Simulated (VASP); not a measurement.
# HfN (P6/mmm) in VASP: notebook, part 2 of 2

VASP 6.6.1. Earlier steps stand in the parts before.

### Step 3. Single point, PBE0

This run uses another cell than the first one, of 21.61 Å³/atom.

Contents of POSCAR:

```
HfN
1.0
    3.5842548532     -0.0000030138      0.0000000000
   -1.7921248166      3.1040572634      0.0000000000
    0.0000000000      0.0000000000      3.8853906233
Hf N
1 1
Direct
    0.0000000000      0.0000000000      0.5000000000
    0.0000000000      0.0000000000      0.0000000000
```

Contents of INCAR.step1:

```
PREC = Accurate ; ENCUT = 520
EDIFF = 1E-5 ; ISMEAR = -1
SIGMA = 0.05 ; LREAL = False
LASPH = True ; NELM = 80
ALGO = Normal ; ISIF = 2
LWAVE = True ; GGA = PE
NBANDS = 14
```

Contents of INCAR.step2:

```
PREC = Accurate ; ENCUT = 520
EDIFF = 1E-7 ; ISMEAR = -1
SIGMA = 0.05 ; LREAL = False
LASPH = True ; NELM = 80
ALGO = Normal ; ISIF = 2
LWAVE = False ; LCHARG = True
GGA = PE ; LHFCALC = True
AEXX = 0.25 ; PRECFOCK = Normal
LELF = True ; LVHAR = True
ISTART = 1 ; NBANDS = 14
```

Contents of KPOINTS:

```
regular mesh
0
Gamma
  5 5 4
```

Potentials or basis: VASP PAW PBE potentials, release 64 (Hf_pv, N).

Launch:

```console
> cat potpaw_PBE.64/Hf_pv/POTCAR potpaw_PBE.64/N/POTCAR > POTCAR
> cp INCAR.step1 INCAR
> mpirun -np 1 vasp_std > vasp.out
> cp INCAR.step2 INCAR
> mpirun -np 1 vasp_std > vasp.out
```

OUTCAR:

```text
PREC = Accurate
   ENCUT = 520
   EDIFF = 1E-7
   ISMEAR = -1
   LREAL = False
   LASPH = True
   NELM = 80
   ISIF = 2
   GGA = PE
   LHFCALC = True
   AEXX = 0.25
   PRECFOCK = Normal
   ISTART = 1

 ion  position               nearest neighbor table
   1  0.000  0.000  0.500-   2 1.94   2 1.94
   2  0.000  0.000  0.000-   1 1.94   1 1.94

  LATTYP: Found a hexagonal cell.
[... 440 lines left out ...]
     13       9.8644      0.00000
     14      11.8767      0.00000

------------------------ aborting loop because EDIFF is reached ----------------------------------------

  FORCE on cell =-STRESS in cart. coord.  units (eV):
  Direction    XX          YY          ZZ          XY          YZ          ZX
  --------------------------------------------------------------------------------------
  -------------------------------------------------------------------------------------
  Total       -0.1287789     -0.1287789     -0.5835129      0.0000000     -0.0000000      0.0000000
  in kB       -4.7730096     -4.7730096    -21.6270847      0.0000000     -0.0000000      0.0000000
  external PRESSURE =     -10.3910346 kB  Pullay stress =       0.0000000 kB

 VOLUME and BASIS-vectors are now :
 -----------------------------------------------------------------------------
  energy-cutoff  :      520.00
  volume of cell :       43.23
      direct lattice vectors                 reciprocal lattice vectors
     3.584254853 -0.000003014  0.000000000     0.278998153  0.161079346  0.000000000
    -1.792124817  3.104057263  0.000000000     0.000000271  0.322159162  0.000000000
     0.000000000  0.000000000  3.885390623     0.000000000  0.000000000  0.257374379

 POSITION                                       TOTAL-FORCE (eV/Angst)
 -----------------------------------------------------------------------------------
      0.00000      0.00000      1.94270        -0.000000      0.000000      0.000000
      0.00000      0.00000      0.00000         0.000000      0.000000      0.000000
 -----------------------------------------------------------------------------------
    total drift:                               -0.000000      0.000000     -0.000000

  FREE ENERGIE OF THE ION-ELECTRON SYSTEM (eV)
  ---------------------------------------------------
  free  energy   TOTEN  =       -21.6443712200 eV

  energy  without entropy=      -21.6405457500  energy(sigma->0) =      -21.64245848
```

OSZICAR.step1:

```text
N       E                     dE             d eps       ncg     rms          rms(c)
DAV:   1     0.350563298214E+02    0.35056E+02   -0.74250E+03   420   0.932E+02
DAV:   2    -0.205064340732E+02   -0.55563E+02   -0.49369E+02   570   0.208E+02
DAV:   3    -0.232848163292E+02   -0.27784E+01   -0.27598E+01   534   0.356E+01
[... 15 lines left out ...]
DAV:  19    -0.171234315681E+02    0.48673E-02   -0.12414E-02   504   0.826E-01    0.485E+00
DAV:  20    -0.171221992966E+02    0.12323E-02   -0.20445E-03   510   0.334E-01    0.248E+00
DAV:  21    -0.171217248695E+02    0.47443E-03   -0.87045E-04   516   0.221E-01    0.756E-01
DAV:  22    -0.171216635949E+02    0.61275E-04   -0.20340E-04   528   0.105E-01    0.119E-01
DAV:  23    -0.171216641303E+02   -0.53544E-06   -0.80713E-06   282   0.238E-02
   1 F= -.17121664E+02 E0= -.17114468E+02  d E =-.143926E-01
```

Wall time 18 min (1 thread of AMD EPYC 7R43 (Zen 3), shared host); peak memory 0.14 GiB.

Results:

```
Free energy            : -21.6444 eV
Pressure               : -1.0 GPa
Band gap on the k mesh : zero (an odd number of electrons rules out a gap without spin polarisation)
```

Levels at points of the mesh, in eV from the Fermi level:
| k point | band 4 | band 5 | band 6 | band 7 | band 8 | band 9 | band 10 | band 11 | band 12 | band 13 |
| --- | --- | --- | --- | --- | --- | --- | --- | --- | --- | --- |
| (0.00, 0.00, 0.00) | -15.95 | -4.34 | -0.70 | -0.70 | -0.40 | 2.63 | 2.63 | 4.78 | 4.78 | 10.05 |
| (0.00, 0.00, 0.50) | -13.49 | -6.34 | -3.87 | -2.62 | -2.62 | 2.85 | 2.85 | 5.59 | 9.05 | 9.05 |

Caveat: the k points lie up to 0.40 Å⁻¹ apart, too coarse for converged energies and pressures of a metal; the PAW data sets were made with another functional, which shifts forces and pressure a little; spin-orbit coupling is left out, which moves the levels of the heavy elements.

### Step 4. Single point, HSE06

This run uses another cell than the first one, of 20.26 Å³/atom.

Contents of POSCAR:

```
HfN
1.0
    3.4332100000      0.0000000000      0.0000000000
   -1.7166000000      2.9732400000      0.0000000000
    0.0000000000      0.0000000000      3.9698200000
Hf N
1 1
Direct
    0.0000000000      0.0000000000      0.5000000000
    0.0000000000      0.0000000000      0.0000000000
```

Contents of INCAR.step1:

```
SYSTEM = HfN
  PREC = Accurate
  ENCUT = 520
  EDIFF = 1E-5
  ISMEAR = -1
  SIGMA = 0.05
  LREAL = .FALSE.
  LASPH = .TRUE.
  NELM = 100
  ALGO = Normal
  ISIF = 2
  LWAVE = .TRUE.
  NBANDS = 14
  GGA = PE
```

Contents of INCAR.step2:

```
SYSTEM = HfN
  PREC = Accurate
  ENCUT = 520
  EDIFF = 1E-6
  ISMEAR = -1
  SIGMA = 0.05
  LREAL = .FALSE.
  LASPH = .TRUE.
  NELM = 100
  ALGO = Normal
  ISIF = 2
  LWAVE = .FALSE.
  LCHARG = .TRUE.
  GGA = PE
  LHFCALC = .TRUE.
  HFSCREEN = 0.2079
  PRECFOCK = Normal
  LELF = .TRUE.
  LVHAR = .TRUE.
  NBANDS = 14
  ISTART = 1
```

Contents of KPOINTS:

```
regular mesh
0
G
  5 5 4
  0 0 0
```

Launch:

```console
> cat potpaw_PBE.64/Hf_pv/POTCAR potpaw_PBE.64/N/POTCAR > POTCAR
> cp INCAR.step1 INCAR
> mpirun -np 1 vasp_std > vasp.out
> cp INCAR.step2 INCAR
> mpirun -np 1 vasp_std > vasp.out
```

Run time: 18 min. Hardware: 1 thread of Intel Xeon Platinum 8488C (Sapphire Rapids), shared host; peak memory 0.27 GiB.

It converged, with:

```
Free energy            : -19.9545 eV
Pressure               : -1.3 GPa
Band gap on the k mesh : zero (an odd number of electrons rules out a gap without spin polarisation)
```

Stress tensor (GPa, compression positive):
```
 2.53  0.00  0.00
 0.00  2.53  0.00
 0.00  0.00 -9.08
```

Levels at points of the mesh, in eV from the Fermi level:
```csv
k point,band 5,band 6,band 7,band 8,band 9,band 10,band 11,band 12
"(0.00, 0.00, 0.00)",-4.08,-0.47,0.37,0.37,2.43,2.43,4.92,4.92
"(0.00, 0.00, 0.50)",-5.75,-3.59,-1.41,-1.41,2.59,2.59,5.65,8.63
```

Caveat: the k points lie up to 0.42 Å⁻¹ apart, too coarse for converged energies and pressures of a metal; the PAW data sets were made with another functional, which shifts forces and pressure a little; spin-orbit coupling is left out, which moves the levels of the heavy elements.

### Step 5. Single point, PBE-based screened hybrid with 25 % exact exchange

This run uses another cell than the first one, of 20.26 Å³/atom.

POSCAR is that of step 4.

Contents of INCAR.step1:

```
SYSTEM = HfN
PREC = Accurate
ENCUT = 520
EDIFF = 1E-5
ISMEAR = -1
SIGMA = 0.05
LREAL = .FALSE.
LASPH = .TRUE.
NELM = 60
ALGO = Normal
ISIF = 2
LWAVE = .TRUE.
GGA = PE
NBANDS = 14
```

Contents of INCAR.step2:

```
SYSTEM = HfN
PREC = Accurate
ENCUT = 520
EDIFF = 1E-7
ISMEAR = -1
SIGMA = 0.05
LREAL = .FALSE.
LASPH = .TRUE.
NELM = 60
ALGO = Normal
ISIF = 2
LWAVE = .FALSE.
LCHARG = .TRUE.
GGA = PE
LHFCALC = .TRUE.
AEXX = 0.25
HFSCREEN = 0.3
PRECFOCK = Normal
LELF = .TRUE.
LVHAR = .TRUE.
ISTART = 1
NBANDS = 14
```

Contents of KPOINTS:

```
Automatic mesh
0
G
  5 5 4
  0 0 0
```

Launch:

```console
> cat potpaw_PBE.64/Hf_pv/POTCAR potpaw_PBE.64/N/POTCAR > POTCAR
> cp INCAR.step1 INCAR
> mpirun -np 1 vasp_std > vasp.out
> cp INCAR.step2 INCAR
> mpirun -np 1 vasp_std > vasp.out
```

Wall time 20 min (1 thread of Intel Xeon Platinum 8488C (Sapphire Rapids), shared host); peak memory 0.27 GiB.

The run converged. Its results:

| Quantity | Value |
| --- | --- |
| Free energy | -19.4275 eV |
| Pressure | -1.4 GPa |
| Band gap on the k mesh | zero (an odd number of electrons rules out a gap without spin polarisation) |

Stress tensor (GPa, compression positive):
```
 2.33  0.00  0.00
 0.00  2.33  0.00
 0.00  0.00 -8.82
```

Levels at points of the mesh, in eV from the Fermi level:
| k point | band 6 | band 7 | band 8 | band 9 | band 10 | band 11 |
| --- | --- | --- | --- | --- | --- | --- |
| (0.00, 0.00, 0.00) | -0.38 | 0.35 | 0.35 | 2.30 | 2.30 | 4.79 |
| (0.00, 0.00, 0.50) | -3.42 | -1.32 | -1.32 | 2.45 | 2.45 | 5.55 |

Caveat: the k points lie up to 0.42 Å⁻¹ apart, too coarse for converged energies and pressures of a metal; the PAW data sets were made with another functional, which shifts forces and pressure a little; spin-orbit coupling is left out, which moves the levels of the heavy elements.

### Step 6. The runs side by side

```csv
level,cell,screening parameter,gap on the mesh (eV),pressure (GPa)
PBE-based screened hybrid with 25 % exact exchange,"a = 3.574, b = 3.574, c = 3.880 Å, angles 90.0, 90.0, 120.0°, 2 atoms",0.3 1/Å,none,-0.7
PBE0,"a = 3.584, b = 3.584, c = 3.885 Å, angles 90.0, 90.0, 120.0°, 2 atoms",-,none,-1.0
HSE06,"a = 3.433, b = 3.433, c = 3.970 Å, angles 90.0, 90.0, 120.0°, 2 atoms",0.2079 1/Å,none,-1.3
PBE-based screened hybrid with 25 % exact exchange,"a = 3.433, b = 3.433, c = 3.970 Å, angles 90.0, 90.0, 120.0°, 2 atoms",0.3 1/Å,none,-1.4
```

Alike in all rows: task single point; potentials or basis VASP PAW PBE potentials, release 64 (Hf_pv, N); no spin polarisation; k mesh 5 × 5 × 4; cutoff (eV) 520; smearing fermi-dirac 0.05 eV.

Caveats: all runs use coarse meshes; the PAW data sets were made with another functional, which shifts forces and pressure a little; spin-orbit coupling is left out, which moves the levels of the heavy elements.

Total energies depend on the potentials used, so only differences within one code and one set of settings carry meaning.
